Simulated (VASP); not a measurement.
La: single point with PBEsol

La:

```xyz
1
Lattice="3.1055 0.0000 0.0000 -1.5528 2.6895 0.0000 0.0000 0.0000 2.8491" Properties=species:S:1:pos:R:3 pbc="T T T"
La    0.0000    0.0000    0.0000
```

```
Program                : VASP 6.6.1
Task                   : single point
Functional             : PBEsol
Potentials or basis    : VASP PAW PBE potentials, release 64 (La)
Cutoff                 : 520 eV
k mesh                 : 14 × 14 × 13
Occupations            : fermi-dirac, width 0.08 eV
Spin                   : no spin polarisation
Dipole correction      : no
Further INCAR settings : ALGO = Normal; EDIFF = 1e-07; NBANDS = 12
```

* Pressure: 17.3 GPa

Stress tensor (GPa, compression positive):
```
17.35  0.00  0.00
 0.00 17.35  0.00
 0.00  0.00 17.23
```

Levels at points of the mesh, in eV from the Fermi level:
```
           k point  band 2  band 3  band 4  band 5  band 6  band 7  band 8  band 9  band 10  band 11
(0.00, 0.00, 0.00)  -14.24  -14.24  -13.87   -2.20   -1.73    1.37    1.77    1.77     2.98     2.98
(0.50, 0.00, 0.00)  -18.71  -15.32  -13.20   -2.87    0.44    1.56    2.52    3.12     3.12     3.47
```

Wall time 20 s on 1 thread of Intel(R) Xeon(R) 6975P-C (Granite Rapids), with other jobs on the host, peak memory 0.2 GiB.

Caveat: the PAW data sets were made with another functional, which shifts forces and pressure a little; spin-orbit coupling is left out, which moves the levels of the heavy elements.
